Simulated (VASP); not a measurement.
# AlRu (P1) in VASP: further runs

AlRu is run at these levels: PBEsol; tasks: single point.

Everything below comes from runs of VASP 6.6.1. Logs are shortened: lines on timing, memory, paths and dates and some standing lists are left out, and cuts for length are marked.

**1. The cell of the first run**

The typed cell holds 2 atoms: a = 2.972 Å, b = 2.863 Å, c = 3.011 Å, α = 89.04°, β = 93.43°, γ = 89.09°.

**2. Single point, PBEsol (atoms moved at random and the cell strained at random)**

Input file INCAR:

```
PREC     = Accurate       # precision mode
ENCUT    = 520            # plane-wave cutoff, eV
EDIFF    = 1E-6           # SCF threshold, eV
ISMEAR   = 0              # smearing method
SIGMA    = 0.1            # smearing width, eV
LREAL    = F              # projectors in reciprocal space
LASPH    = T              # aspherical terms in the spheres
NELM     = 60             # most SCF steps
ALGO     = Fast           # electronic algorithm
ISIF     = 2              # what is computed and relaxed
LWAVE    = F              # write WAVECAR
LCHARG   = F              # write CHGCAR
GGA      = PS             # functional
NBANDS   = 16             # bands
```

Input file KPOINTS:

```
Automatic mesh
0
Gamma
  12 12 12
```

Input file POSCAR:

```
AlRu
1.0
    2.9705989680      0.0236336400     -0.0897480000
    0.0236336400      2.8628714520      0.0248901120
   -0.0897480000      0.0248901120      3.0092504400
Al Ru
1 1
Direct
    0.0303148817     -0.0083968445     -0.0113083300
    0.4696851183      0.5083968445      0.5113083300
```

Potentials or basis: VASP PAW PBE potentials, release 64 (Al, Ru_pv).

The run is started by

```
$ cat potpaw_PBE.64/Al/POTCAR potpaw_PBE.64/Ru_pv/POTCAR > POTCAR
$ mpirun -np 1 vasp_std > vasp.out
```

OUTCAR:

```text
PREC = Accurate
   ENCUT = 520
   EDIFF = 1E-6
   ISMEAR = 0
   LREAL = F
   LASPH = T
   NELM = 60
   ISIF = 2
   GGA = PS

 ion  position               nearest neighbor table
   1  0.030  0.992  0.989-   2 2.39   2 2.43   2 2.49   2 2.50   2 2.57   2 2.57   2 2.74   2 2.78

   2  0.470  0.508  0.511-   1 2.39   1 2.43   1 2.49   1 2.50   1 2.57   1 2.57   1 2.74   1 2.78

  LATTYP: Found a triclinic cell.
 ALAT       =     4.0937779488
 B/A-ratio  =     0.6993728604
 C/A-ratio  =     1.0639074454
 COS(alpha) =     0.0006739775
 COS(beta)  =     0.5259418992
 COS(gamma) =     0.6878009305

  Lattice vectors:

 A1 = (   2.9469653280,  -2.8392378120,  -0.1146381120)
 A2 = (  -0.0236336400,  -2.8628714520,  -0.0248901120)
 A3 = (   3.0603469680,  -0.0012564720,  -3.0989984400)

Analysis of symmetry for initial positions (statically):
=====================================================================
 Subroutine PRICEL returns:
 Original cell was already a primitive cell.

 Routine SETGRP: Setting up the symmetry group for a
 triclinic supercell.

 Subroutine GETGRP returns: Found  1 space group operations
 (whereof  1 operations were pure point group operations)
 out of a pool of  2 trial point group operations.

The static configuration has the point symmetry C_1 .

Analysis of symmetry for dynamics (positions and initial velocities):
=====================================================================
 Subroutine PRICEL returns:
 Original cell was already a primitive cell.

 Routine SETGRP: Setting up the symmetry group for a
 triclinic supercell.

 Subroutine GETGRP returns: Found  1 space group operations
 (whereof  1 operations were pure point group operations)
 out of a pool of  2 trial point group operations.

The dynamic configuration has the point symmetry C_1 .

 Subroutine INISYM returns: Found  1 space group operations
 (whereof  1 operations are pure point group operations),
 and found     1 'primitive' translations

----------------------------------------------------------------------------------------

                                     Primitive cell

  volume of cell :      25.5653

  direct lattice vectors                    reciprocal lattice vectors
     2.970598968  0.023633640 -0.089748000     0.336959608 -0.002869254  0.010073228
     0.023633640  2.862871452  0.024890112    -0.002869254  0.349349204 -0.002975110
    -0.089748000  0.024890112  3.009250440     0.010073228 -0.002975110  0.332633698

  length of vectors
     2.972048365  2.863077194  3.010691354     0.337122351  0.349373654  0.332799487

  position of ions in fractional coordinates (direct lattice)
     0.030314882  0.991603156  0.988691670
     0.469685118  0.508396844  0.511308330

  ion indices of the primitive-cell ions
   primitive index   ion index
                 1           1
                 2           2

----------------------------------------------------------------------------------------

 KPOINTS: Automatic mesh

Automatic generation of k-mesh.
 Grid dimensions read from file:
 generate k-points for:   12   12   12

 Generating k-lattice:

  Cartesian coordinates                     Fractional coordinates (reciprocal lattice)
     0.028079967 -0.000239105  0.000839436     0.083333333 -0.000000000  0.000000000
    -0.000239105  0.029112434 -0.000247926    -0.000000000  0.083333333 -0.000000000
     0.000839436 -0.000247926  0.027719475     0.000000000 -0.000000000  0.083333333

  Length of vectors
     0.028093529  0.029114471  0.027733291

  Shift w.r.t. Gamma in fractional coordinates (k-lattice)
     0.000000000  0.000000000  0.000000000

 Subroutine IBZKPT returns following result:
 ===========================================

 Found    868 irreducible k-points:

 Following reciprocal coordinates:
            Coordinates               Weight
  0.000000  0.000000  0.000000      1.000000
  0.083333  0.000000  0.000000      2.000000
  0.166667  0.000000 -0.000000      2.000000
  0.250000  0.000000  0.000000      2.000000
  0.333333  0.000000  0.000000      2.000000
  0.416667  0.000000 -0.000000      2.000000
[... 16 lines left out ...]
  0.250000  0.166667 -0.000000      2.000000
  0.333333  0.166667  0.000000      2.000000
 [... further k-points ...]
   k-points           NKPTS =    868   k-points in BZ     NKDIM =    868   number of bands    NBANDS=     16
   number of dos      NEDOS =    301   number of ions     NIONS =      2
   total plane-waves  NPLWV =  13824
   dimension x,y,z NGX =    24 NGY =   24 NGZ =   24
   dimension x,y,z NGXF=    48 NGYF=   48 NGZF=   48
   ions per type =               1   1
   NGX,Y,Z   is equivalent  to a cutoff of  13.42, 13.94, 13.25 a.u.
   NGXF,Y,Z  is equivalent  to a cutoff of  26.85, 27.87, 26.50 a.u.
 SYSTEM =  unknown system
   PREC   = accura    normal or accurate (medium, high low for compatibility)
   ISTART =      0    job   : 0-new  1-cont  2-samecut
   ICHARG =      2    charge: 1-file 2-atom 10-const
   ISPIN  =      1    spin polarized calculation?
   LNONCOLLINEAR =      F non collinear calculations
   LSORBIT =      F    spin-orbit coupling
   LASPH  =      T    aspherical Exc in radial PAW
   ENCUT  =  520.0 eV  38.22 Ry    6.18 a.u.   5.53  5.32  5.60*2*pi/ulx,y,z
   NELM   =     60;   NELMIN=  2; NELMDL= -5     # of ELM steps
   EDIFF  = 0.1E-05   stopping-criterion for ELM
   LREAL  =      F    real-space projection
   EDIFFG = 0.1E-04   stopping-criterion for IOM
   NSW    =      0    number of steps for IOM
   IBRION =     -1    ionic relax: 0-MD 1-quasi-New 2-CG
   NFREE  =      0    steps in history (QN), initial steepest desc. (CG)
   ISIF   =      2    stress and relaxation
   ISYM   =      2    0-nonsym 1-usesym 2-fastsym
   POTIM  = 0.5000    time-step for ionic-motion
   TEBEG  =    0.0;   TEEND  =   0.0 temperature during run
   PSTRESS=    0.0 pullay stress
   NELECT =      17.0000    total number of electrons
   NUPDOWN=      -1.0000    fix difference up-down
   EMIN   =  10.00;   EMAX   =-10.00  energy-range for DOS
   EFERMI =   0.00;   METHOD = LEGACY
   ISMEAR =     0;   SIGMA  =   0.10  broadening in eV -4-tet -1-fermi 0-gaus
   EFERMI_NEDOS =   21; number of points for ismear=-14 and -15
   IALGO  =     68    algorithm
   IMIX   =      4    mixing-type and parameters
     AMIX     =   0.40;   BMIX     =  1.00
     AMIX_MAG =   1.60;   BMIX_MAG =  1.00
  volume/ion in A,a.u.               =      12.78        86.26
  Fermi-wavevector in a.u.,A,eV,Ry     =   1.428918  2.700264 27.780483  2.041808
  Thomas-Fermi vector in A             =   2.548928
   LORBIT       =      0    0 simple, 1 ext, 2 COOP (PROOUT), +10 PAW based schemes
   GGA     = PS    functional components
   LHFCALC =     F    Hartree Fock is set to
   AEXX    =    0.0000 exact exchange contribution
   IVDW    =     0    specifies the selected vdW correction
   LEPSILON=     F    determine dielectric tensor
   LRPA    =     F    only Hartree local field effects (RPA)
 non-spin polarized calculation
 RMM-DIIS sequential band-by-band and
 Gauss-broadening in eV      SIGMA  =   0.10
  energy-cutoff  :      520.00
  volume of cell :       25.57
 maximum number of plane-waves:       707
 NGX is ok and might be reduce to    24
   NGX = 11   NGY = 11   NGZ = 11

 number of electron      17.0000003 magnetization

 Free energy of the ion-electron system (eV)
  ---------------------------------------------------
  ext. energy  EPLUGINS =         0.00000000
  ---------------------------------------------------
  free energy    TOTEN  =       -15.27609763 eV

  energy without entropy =      -15.26988069  energy(sigma->0) =      -15.27298916

 E-fermi :  11.2351     XC(G=0): -12.9128

 val. band max:       11.2341894133   @ k =   0.0000  -0.2500   0.0833
 cond. band min:      11.2365748188   @ k =   0.2500   0.0833   0.0833
 fundamental gap:      0.0023854056
 Fermi energy:        11.2350750870

 k-point     1 :       0.0000    0.0000    0.0000
  band No.  band energies     occupation
      1     -30.5063      2.00000
      2     -30.4738      2.00000
      3     -30.4284      2.00000
      4       1.3174      2.00000
      5       7.3418      2.00000
      6       7.3869      2.00000
[... 8 lines left out ...]
     15      23.2809      0.00000
     16      26.9729      0.00000

 k-point     2 :       0.0833    0.0000    0.0000
  band No.  band energies     occupation
      1     -30.5056      2.00000
      2     -30.4885      2.00000
      3     -30.4276      2.00000
      4       1.4542      2.00000
      5       7.3879      2.00000
      6       7.4328      2.00000
[... 8 lines left out ...]
     15      23.2821      0.00000
     16      27.2871      0.00000

 k-point     3 :       0.1667    0.0000   -0.0000
  band No.  band energies     occupation
      1     -30.5324      2.00000
      2     -30.5003      2.00000
      3     -30.4246      2.00000
      4       1.8551      2.00000
      5       7.5069      2.00000
      6       7.5300      2.00000
[... 8 lines left out ...]
     15      24.0081      0.00000
     16      28.0352      0.00000

 k-point     4 :       0.2500    0.0000    0.0000
  band No.  band energies     occupation
      1     -30.5896      2.00000
      2     -30.4958      2.00000
      3     -30.4202      2.00000
      4       2.4930      2.00000
      5       7.4888      2.00000
      6       7.7050      2.00000
[... 8 lines left out ...]
     15      24.6019      0.00000
     16      27.3272      0.00000

 k-point     5 :       0.3333    0.0000    0.0000
  band No.  band energies     occupation
      1     -30.6468      2.00000
      2     -30.4911      2.00000
      3     -30.4156      2.00000
      4       3.3247      2.00000
      5       7.1435      2.00000
      6       7.8985      2.00000
[... 8 lines left out ...]
     15      24.8595      0.00000
     16      26.1271      0.00000

 k-point     6 :       0.4167    0.0000   -0.0000
  band No.  band energies     occupation
      1     -30.6884      2.00000
      2     -30.4875      2.00000
      3     -30.4122      2.00000
      4       4.2822      2.00000
      5       6.4278      2.00000
      6       8.0449      2.00000
[... 8 lines left out ...]
     15      25.3778      0.00000
     16      25.5286      0.00000
[... 267 lines left out ...]
 k-point    21 :       0.0833    0.1667    0.0000
  band No.  band energies     occupation
      1     -30.5152      2.00000
      2     -30.4951      2.00000
      3     -30.4792      2.00000
      4       2.0130      2.00000
      5       7.6114      2.00000
      6       7.7095      2.00000
[... 8 lines left out ...]
     15      24.0189      0.00000
     16      28.8878      0.00000

 k-point    22 :       0.1667    0.1667    0.0000
  band No.  band energies     occupation
      1     -30.5249      2.00000
      2     -30.5078      2.00000
      3     -30.4911      2.00000
      4       2.3843      2.00000
      5       7.6819      2.00000
      6       7.8870      2.00000
[... 8 lines left out ...]
     15      25.0710      0.00000
     16      27.9440      0.00000

 k-point    23 :       0.2500    0.1667   -0.0000
  band No.  band energies     occupation
      1     -30.5801      2.00000
      2     -30.5041      2.00000
      3     -30.4863      2.00000
      4       2.9778      2.00000
      5       7.6496      2.00000
      6       8.0804      2.00000
[... 8 lines left out ...]
     15      26.1151      0.00000
     16      26.5286      0.00000

 k-point    24 :       0.3333    0.1667    0.0000
  band No.  band energies     occupation
      1     -30.6366      2.00000
      2     -30.4989      2.00000
      3     -30.4814      2.00000
      4       3.7488      2.00000
      5       7.2723      2.00000
      6       8.2722      2.00000
[... 8 lines left out ...]
     15      24.8149      0.00000
     16      26.0772      0.00000

 [... further k-points ...]

------------------------ aborting loop because EDIFF is reached ----------------------------------------

  FORCE on cell =-STRESS in cart. coord.  units (eV):
  Direction    XX          YY          ZZ          XY          YZ          ZX
  --------------------------------------------------------------------------------------
  -------------------------------------------------------------------------------------
  Total        1.2790789      2.8771784      1.3380714     -0.6838445     -0.4458340      1.0680295
  in kB       80.1598336    180.3126812     83.8568907    -42.8565119    -27.9404034     66.9333752
  external PRESSURE =     114.7764685 kB  Pullay stress =       0.0000000 kB

 VOLUME and BASIS-vectors are now :
 -----------------------------------------------------------------------------
  energy-cutoff  :      520.00
  volume of cell :       25.57
      direct lattice vectors                 reciprocal lattice vectors
     2.970598968  0.023633640 -0.089748000     0.336959608 -0.002869254  0.010073228
     0.023633640  2.862871452  0.024890112    -0.002869254  0.349349204 -0.002975110
    -0.089748000  0.024890112  3.009250440     0.010073228 -0.002975110  0.332633698

 POSITION                                       TOTAL-FORCE (eV/Angst)
 -----------------------------------------------------------------------------------
      0.02476      2.86416      2.99718        -1.572827      0.536803      0.282857
      1.36137      1.47930      1.50916         1.572827     -0.536803     -0.282857
 -----------------------------------------------------------------------------------
    total drift:                               -0.000220     -0.000023      0.000122

  FREE ENERGIE OF THE ION-ELECTRON SYSTEM (eV)
  ---------------------------------------------------
  free  energy   TOTEN  =       -15.2760976326 eV

  energy  without entropy=      -15.2698806863  energy(sigma->0) =      -15.27298916
```

Run time: 2.3 min. Hardware: 1 thread of Intel Xeon 6975P-C, shared host; peak memory 0.43 GiB.

What came out:

```yaml
Free_energy: -15.2761 eV
Pressure: 11.5 GPa
Largest_force: 1.686 eV/Å
```

Forces in eV/Å, atoms in the order of the input:
```
Al  -1.573  0.537  0.283
Ru   1.573 -0.537 -0.283
```

Caveat: the cell differs from its parent crystal (atoms moved at random and the cell strained at random); the PAW data sets were made with another functional, which shifts forces and pressure a little.

**3. Single point, PBEsol (one atom moved)**

Input file INCAR:

```
SYSTEM = AlRu
PREC     = Accurate       ! precision mode
ENCUT    = 520            ! plane-wave cutoff, eV
EDIFF    = 1E-7           ! SCF threshold, eV
ISMEAR   = 0              ! smearing method
SIGMA    = 0.1            ! smearing width, eV
LREAL    = .False.        ! projectors in reciprocal space
LASPH    = .True.         ! aspherical terms in the spheres
NELM     = 80             ! most SCF steps
ALGO     = Fast           ! electronic algorithm
ISIF     = 2              ! what is computed and relaxed
LWAVE    = .False.        ! write WAVECAR
LCHARG   = .False.        ! write CHGCAR
GGA      = PS             ! functional
NBANDS   = 16             ! bands
```

Input file KPOINTS:

```
regular mesh
0
Gamma
  12 12 12
  0 0 0
```

Input file POSCAR:

```
AlRu
1.0
    2.9916000000      0.0000000000      0.0000000000
    0.0000000000      2.9916000000      0.0000000000
    0.0000000000      0.0000000000      2.9916000000
Al Ru
1 1
Direct
   -0.0122342559      0.0623311940      0.0402727637
    0.5000000000      0.5000000000      0.5000000000
```

Potentials or basis: VASP PAW PBE potentials, release 64 (Al, Ru_pv).

The run is started by

```
$ cat potpaw_PBE.64/Al/POTCAR potpaw_PBE.64/Ru_pv/POTCAR > POTCAR
$ mpirun -np 1 vasp_std > vasp.out
```

Run time: 2.6 min. Hardware: 1 thread of Intel Xeon 6975P-C, shared host; peak memory 0.45 GiB.

Results (log left out):

```
Free energy   : -15.3257 eV
Pressure      : 0.6 GPa
Largest force : 1.838 eV/Å
```

Forces in eV/Å, atoms in the order of the input:
```
Al   0.324 -1.492 -1.023
Ru  -0.324  1.492  1.023
```

Stress tensor (GPa, compression positive):
```
 1.81 -1.11 -0.77
-1.11 -0.78  3.46
-0.77  3.46  0.72
```

Levels at points of the mesh, in eV from the Fermi level:
| k point | band 6 | band 7 | band 8 | band 9 | band 10 | band 11 | band 12 | band 13 |
| --- | --- | --- | --- | --- | --- | --- | --- | --- |
| (0.00, 0.00, 0.00) | -3.60 | 0.11 | 0.20 | 0.22 | 6.12 | 6.17 | 6.28 | 11.09 |
| (0.50, 0.00, 0.00) | -2.82 | -1.63 | -1.57 | 0.44 | 2.28 | 7.50 | 11.20 | 11.26 |
| (0.00, 0.50, 0.00) | -2.85 | -1.59 | -1.55 | 0.40 | 2.33 | 7.60 | 10.99 | 11.01 |
| (0.00, 0.00, 0.50) | -2.83 | -1.64 | -1.55 | 0.42 | 2.30 | 7.54 | 11.09 | 11.17 |
| (0.50, 0.50, 0.00) | -1.49 | -1.40 | -1.02 | -0.93 | 1.54 | 5.31 | 6.17 | 10.88 |
| (0.00, 0.50, 0.50) | -1.36 | -1.27 | -1.14 | -1.10 | 1.54 | 5.33 | 6.21 | 10.77 |
| (0.50, 0.00, 0.50) | -1.59 | -1.54 | -0.86 | -0.82 | 1.53 | 5.27 | 6.13 | 11.04 |
| (0.50, 0.50, 0.50) | -4.57 | 1.63 | 1.64 | 2.55 | 4.07 | 4.11 | 4.18 | 8.63 |

Caveat: the cell differs from its parent crystal (one atom moved); the PAW data sets were made with another functional, which shifts forces and pressure a little.
